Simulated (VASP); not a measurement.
# TiAl in VASP: notebook

TiAl is run at these levels: PBE; tasks: single point.

Program: VASP 6.6.1. These are calculated values, not measurements. Logs are shortened: lines on timing, memory, paths and dates and some standing lists are left out, and cuts for length are marked.

## 1. The cell of the first run

The cell holds a wire with vacuum, 18 atoms: a = 15.500 Å, b = 13.800 Å, c = 5.519 Å, α = 90.00°, β = 90.00°, γ = 90.00°.

## 2. Single point, PBE

The input, INCAR:

```
PREC     = Accurate       # precision mode
ENCUT    = 520            # plane-wave cutoff, eV
EDIFF    = 1E-6           # SCF threshold, eV
ISMEAR   = 0              # smearing method
SIGMA    = 0.05           # smearing width, eV
LREAL    = Auto         
LASPH    = T              # aspherical terms in the spheres
NELM     = 80             # most SCF steps
ALGO     = Normal         # electronic algorithm
ISIF     = 2              # what is computed and relaxed
LWAVE    = F              # write WAVECAR
LCHARG   = F              # write CHGCAR
GGA      = PE             # functional
NBANDS   = 82             # bands
```

The input, KPOINTS:

```
Automatic mesh
0
Gamma
  1 1 10
```

The input, POSCAR:

```
TiAl
1.0
   15.5000000000      0.0000000000      0.0000000000
    0.0000000000     13.8000000000      0.0000000000
    0.0000000000      0.0000000000      5.5194918644
Ti Al
9 9
Direct
    0.4749888983      0.5000000000      0.1990974616
    0.3765770155      0.3653867895      0.4245864654
    0.3765770155      0.6346132105      0.4245864654
    0.2915124163      0.5000000000      0.6561401845
    0.6920900671      0.3384070563      0.2051339919
    0.6920900671      0.6615929437      0.2051339919
    0.6386845902      0.5000000000      0.4518461959
    0.5432600173      0.3380209878      0.9699106491
    0.5432600173      0.6619790122      0.9699106491
    0.3702858400      0.3620262843     -0.0816630818
    0.3702858400      0.6379737157     -0.0816630818
    0.2823728519      0.5000000000      0.1687617303
    0.6462353912      0.5000000000     -0.0404001618
    0.5445323021      0.3251637522      0.4601382940
    0.5445323021      0.6748362478      0.4601382940
    0.4766235673      0.5000000000      0.6964614258
    0.6939300647      0.3391024829      0.7059402632
    0.6939300647      0.6608975171      0.7059402632
```

Potentials or basis: VASP PAW PBE potentials, release 64 (Ti_sv, Al).

Command:

```bash
> cat potpaw_PBE.64/Ti_sv/POTCAR potpaw_PBE.64/Al/POTCAR > POTCAR
> mpirun -np 1 vasp_std > vasp.out
```

OUTCAR:

```text
PREC = Accurate
   ENCUT = 520
   EDIFF = 1E-6
   ISMEAR = 0
   LREAL = Auto
   LASPH = T
   NELM = 80
   ISIF = 2
   GGA = PE

 ion  position               nearest neighbor table
   1  0.475  0.500  0.199-   2 2.71   3 2.71  16 2.75  16 2.77   8 2.78   9 2.78   7 2.90  10 2.94
                            11 2.94  13 2.97  12 2.99  14 3.01  15 3.01
   2  0.377  0.365  0.425-   4 2.61  14 2.67   1 2.71  10 2.73  12 2.75  10 2.80  16 2.85
   3  0.377  0.635  0.425-   4 2.61  15 2.67   1 2.71  11 2.73  12 2.75  11 2.80  16 2.85
   4  0.292  0.500  0.656-   2 2.61   3 2.61  10 2.69  11 2.69  12 2.69  12 2.83  16 2.88
   5  0.692  0.338  0.205-   8 2.65  14 2.69  13 2.70   7 2.74  17 2.76  17 2.76
   6  0.692  0.662  0.205-   9 2.65  15 2.69  13 2.70   7 2.74  18 2.76  18 2.76
   7  0.639  0.500  0.452-  13 2.72   6 2.74   5 2.74  17 2.76  18 2.76  13 2.80  14 2.82  15 2.82
                            16 2.85   1 2.90
   8  0.543  0.338  0.970-   5 2.65  14 2.71  10 2.72  13 2.75  17 2.75   1 2.78  14 2.82  16 2.89
[... 10 lines left out ...]
  15  0.545  0.675  0.460-   3 2.67  18 2.69   6 2.69   9 2.71   9 2.82   7 2.82  16 2.94   1 3.01

  16  0.477  0.500  0.696-   1 2.75   1 2.77  10 2.80  11 2.80   2 2.85   3 2.85   7 2.85   4 2.88
                             8 2.89   9 2.89  14 2.94  15 2.94  13 3.00
  17  0.694  0.339  0.706-  14 2.69  13 2.73   8 2.75   5 2.76   7 2.76   5 2.76
  18  0.694  0.661  0.706-  15 2.69  13 2.73   9 2.75   6 2.76   7 2.76   6 2.76

  LATTYP: Found a simple orthorhombic cell.
 ALAT       =     5.5194918644
 B/A-ratio  =     2.5002301551
 C/A-ratio  =     2.8082295220

  Lattice vectors:

 A1 = (   0.0000000000,   0.0000000000,  -5.5194918644)
 A2 = (   0.0000000000,  13.8000000000,   0.0000000000)
 A3 = (  15.5000000000,   0.0000000000,   0.0000000000)

Analysis of symmetry for initial positions (statically):
=====================================================================
 Subroutine PRICEL returns:
 Original cell was already a primitive cell.

 Routine SETGRP: Setting up the symmetry group for a
 simple orthorhombic supercell.

 Subroutine GETGRP returns: Found  2 space group operations
 (whereof  2 operations were pure point group operations)
 out of a pool of  8 trial point group operations.

The static configuration has the point symmetry C_1h.

Analysis of symmetry for dynamics (positions and initial velocities):
=====================================================================
 Subroutine PRICEL returns:
 Original cell was already a primitive cell.

 Routine SETGRP: Setting up the symmetry group for a
 simple orthorhombic supercell.

 Subroutine GETGRP returns: Found  2 space group operations
 (whereof  2 operations were pure point group operations)
 out of a pool of  8 trial point group operations.

[... 125 lines left out ...]
   NUPDOWN=      -1.0000    fix difference up-down
   EMIN   =  10.00;   EMAX   =-10.00  energy-range for DOS
   EFERMI =   0.00;   METHOD = LEGACY
   ISMEAR =     0;   SIGMA  =   0.05  broadening in eV -4-tet -1-fermi 0-gaus
   EFERMI_NEDOS =   21; number of points for ismear=-14 and -15
   IALGO  =     38    algorithm
   IMIX   =      4    mixing-type and parameters
     AMIX     =   0.40;   BMIX     =  1.00
     AMIX_MAG =   1.60;   BMIX_MAG =  1.00
  volume/ion in A,a.u.               =      65.59       442.62
  Fermi-wavevector in a.u.,A,eV,Ry     =   0.794602  1.501579  8.590607  0.631392
  Thomas-Fermi vector in A             =   1.900766
   LORBIT       =      0    0 simple, 1 ext, 2 COOP (PROOUT), +10 PAW based schemes
   GGA     = PE    functional components
   LHFCALC =     F    Hartree Fock is set to
   AEXX    =    0.0000 exact exchange contribution
   IVDW    =     0    specifies the selected vdW correction
   LEPSILON=     F    determine dielectric tensor
   LRPA    =     F    only Hartree local field effects (RPA)
 non-spin polarized calculation
 Gauss-broadening in eV      SIGMA  =   0.05
  energy-cutoff  :      520.00
  volume of cell :     1180.62
 maximum number of plane-waves:     31827
 NGX is ok and might be reduce to   120
   NGX = 57   NGY = 51   NGZ = 21

 number of electron     135.0000024 magnetization

 Free energy of the ion-electron system (eV)
  ---------------------------------------------------
  ext. energy  EPLUGINS =         0.00000000
  ---------------------------------------------------
  free energy    TOTEN  =       -94.00164227 eV

  energy without entropy =      -93.97369386  energy(sigma->0) =      -93.98766806

 E-fermi :  -0.7222     XC(G=0):  -4.1091

 val. band max:       -0.7246113458   @ k =   0.0000   0.0000   0.3000
 cond. band min:      -0.7053781055   @ k =   0.0000   0.0000   0.3000
 fundamental gap:      0.0192332402
 Fermi energy:        -0.7222362831

 k-point     1 :       0.0000    0.0000    0.0000
  band No.  band energies     occupation
      1     -57.7419      2.00000
      2     -57.7396      2.00000
      3     -57.6067      2.00000
      4     -57.5671      2.00000
      5     -57.5421      2.00000
      6     -57.5406      2.00000
[... 481 lines left out ...]
     78       0.2770      0.00000
     79       0.2960      0.00000
 [bands above 79 left out]

------------------------ aborting loop because EDIFF is reached ----------------------------------------

  FORCE on cell =-STRESS in cart. coord.  units (eV):
  Direction    XX          YY          ZZ          XY          YZ          ZX
  --------------------------------------------------------------------------------------
  -------------------------------------------------------------------------------------
  Total       -0.1677707     -0.0259105     -0.0020322      0.0000000      0.0000000     -0.0119652
  in kB       -0.2276757     -0.0351622     -0.0027578      0.0000000      0.0000000     -0.0162375
  external PRESSURE =      -0.0885319 kB  Pullay stress =       0.0000000 kB

 VOLUME and BASIS-vectors are now :
 -----------------------------------------------------------------------------
  energy-cutoff  :      520.00
  volume of cell :     1180.62
      direct lattice vectors                 reciprocal lattice vectors
    15.500000000  0.000000000  0.000000000     0.064516129  0.000000000  0.000000000
     0.000000000 13.800000000  0.000000000     0.000000000  0.072463768  0.000000000
     0.000000000  0.000000000  5.519491864     0.000000000  0.000000000  0.181176098

 POSITION                                       TOTAL-FORCE (eV/Angst)
 -----------------------------------------------------------------------------------
      7.36233      6.90000      1.09892        -0.001360      0.000000     -0.002619
      5.83694      5.04234      2.34350        -0.007610     -0.009532     -0.011479
      5.83694      8.75766      2.34350        -0.007610      0.009532     -0.011479
      4.51844      6.90000      3.62156         0.006324      0.000000     -0.014633
     10.72740      4.67002      1.13224        -0.009880      0.009534      0.014112
     10.72740      9.12998      1.13224        -0.009880     -0.009534      0.014112
[... 10 lines left out ...]
     10.75592      4.67961      3.89643         0.007047     -0.004943     -0.002406
     10.75592      9.12039      3.89643         0.007047      0.004943     -0.002406
 -----------------------------------------------------------------------------------
    total drift:                               -0.007664      0.000000     -0.047062

  FREE ENERGIE OF THE ION-ELECTRON SYSTEM (eV)
  ---------------------------------------------------
  free  energy   TOTEN  =       -94.0016422687 eV

  energy  without entropy=      -93.9736938577  energy(sigma->0) =      -93.98766806
```

OSZICAR:

```text
N       E                     dE             d eps       ncg     rms          rms(c)
DAV:   1     0.122368410888E+04    0.12237E+04   -0.64206E+04  1248   0.136E+03
DAV:   2     0.574639501064E+02   -0.11662E+04   -0.11420E+04  1132   0.413E+02
DAV:   3    -0.847797079450E+02   -0.14224E+03   -0.14010E+03  1560   0.126E+02
[... 20 lines left out ...]
DAV:  24    -0.940012787171E+02   -0.24987E-03   -0.45677E-05  1200   0.367E-02    0.964E-03
DAV:  25    -0.940015285886E+02   -0.24987E-03   -0.43155E-05  1176   0.279E-02    0.136E-02
DAV:  26    -0.940016166109E+02   -0.88022E-04   -0.13786E-05  1008   0.159E-02    0.356E-03
DAV:  27    -0.940016424577E+02   -0.25847E-04   -0.49901E-06   968   0.682E-03    0.201E-03
DAV:  28    -0.940016422687E+02    0.18904E-06   -0.23776E-06   832   0.455E-03
   1 F= -.94001642E+02 E0= -.93987668E+02  d E =-.279484E-01
```

It took 34 min on 1 thread of Intel Xeon Platinum 8259CL at 2.50GHz (Skylake/Cascade Lake), shared host; peak memory 1.1 GiB.

What came out:

| Quantity | Value |
| --- | --- |
| Free energy | -94.0016 eV |
| Largest force | 0.022 eV/Å |

Forces in eV/Å, atoms in the order of the input:
```
Ti  -0.001  0.000 -0.003
Ti  -0.008 -0.010 -0.011
Ti  -0.008  0.010 -0.011
Ti   0.006  0.000 -0.015
Ti  -0.010  0.010  0.014
Ti  -0.010 -0.010  0.014
Ti   0.021  0.000  0.006
Ti  -0.012  0.006 -0.002
Ti  -0.012 -0.006 -0.002
Al   0.008  0.007  0.011
Al   0.008 -0.007  0.011
Al   0.017  0.000 -0.011
Al  -0.002  0.000 -0.006
Al  -0.004 -0.001  0.002
Al  -0.004  0.001  0.002
Al  -0.005  0.000  0.005
Al   0.007 -0.005 -0.002
Al   0.007  0.005 -0.002
```

Levels at points of the mesh, in eV from the Fermi level:
| k point | band 64 | band 65 | band 66 | band 67 | band 68 | band 69 | band 70 | band 71 |
| --- | --- | --- | --- | --- | --- | --- | --- | --- |
| (0.00, 0.00, 0.00) | -0.29 | -0.24 | -0.10 | -0.05 | 0.10 | 0.15 | 0.22 | 0.22 |
| (0.00, 0.00, 0.50) | -0.41 | -0.40 | -0.15 | -0.10 | -0.04 | 0.04 | 0.14 | 0.32 |

## 3. Single point, PBE

The input, INCAR:

```
SYSTEM = TiAl
PREC = Accurate
ENCUT = 520
EDIFF = 1E-6
ISMEAR = 0
SIGMA = 0.05
LREAL = Auto
LASPH = .True.
NELM = 100
ALGO = Normal
ISIF = 2
LWAVE = .False.
LCHARG = .False.
GGA = PE
NBANDS = 82
```

The input, KPOINTS:

```
Automatic mesh
0
Gamma
  1 1 10
  0 0 0
```

The input, POSCAR:

```
TiAl
1.0
   15.5000000000      0.0000000000      0.0000000000
    0.0000000000     13.8000000000      0.0000000000
    0.0000000000      0.0000000000      5.5188398667
Ti Al
9 9
Direct
    0.4580386119      0.5000000000      0.1666666667
    0.3741158357      0.3367350043      0.5000000000
    0.3741158357      0.6632649957      0.5000000000
    0.2901930595      0.5000000000      0.8333333333
    0.7098069405      0.3367350043      0.1666666667
    0.7098069405      0.6632649957      0.1666666667
    0.6258841643      0.5000000000      0.5000000000
    0.5419613881      0.3367350043      0.8333333333
    0.5419613881      0.6632649957      0.8333333333
    0.3741158357      0.3367350043      0.0000000000
    0.3741158357      0.6632649957      0.0000000000
    0.2901930595      0.5000000000      0.3333333333
    0.6258841643      0.5000000000      0.0000000000
    0.5419613881      0.3367350043      0.3333333333
    0.5419613881      0.6632649957      0.3333333333
    0.4580386119      0.5000000000      0.6666666667
    0.7098069405      0.3367350043      0.6666666667
    0.7098069405      0.6632649957      0.6666666667
```

Potentials or basis: VASP PAW PBE potentials, release 64 (Ti_sv, Al).

Command:

```bash
> cat potpaw_PBE.64/Ti_sv/POTCAR potpaw_PBE.64/Al/POTCAR > POTCAR
> mpirun -np 1 vasp_std > vasp.out
```

Run time: 38 min. Hardware: 1 thread of Intel Xeon Platinum 8259CL at 2.50GHz (Skylake/Cascade Lake), shared host; peak memory 1.1 GiB.

The run converged. Its results:

* Free energy: -91.1435 eV
* Largest force: 1.477 eV/Å

Forces on the atoms (eV/Å):
```
Ti   0.185  0.000  0.149
Ti   0.397  0.406  0.276
Ti   0.397 -0.406  0.276
Ti   0.661  0.000 -0.427
Ti  -1.287  0.695  0.205
Ti  -1.287 -0.695  0.205
Ti   0.650  0.000 -0.634
Ti   0.098  0.013  0.172
Ti   0.098 -0.013  0.172
Al  -0.043  0.081 -0.299
Al  -0.043 -0.081 -0.299
Al   0.115  0.000  0.271
Al   0.613  0.000  0.060
Al   0.168 -0.635 -0.016
Al   0.168  0.635 -0.016
Al  -0.409  0.000  0.026
Al  -0.241  0.176 -0.061
Al  -0.241 -0.176 -0.061
```

Levels at points of the mesh, in eV from the Fermi level:
| k point | band 66 | band 67 | band 68 | band 69 | band 70 | band 71 |
| --- | --- | --- | --- | --- | --- | --- |
| (0.00, 0.00, 0.00) | -0.05 | 0.06 | 0.08 | 0.09 | 0.16 | 0.17 |
| (0.00, 0.00, 0.50) | -0.14 | -0.12 | -0.09 | 0.05 | 0.15 | 0.15 |
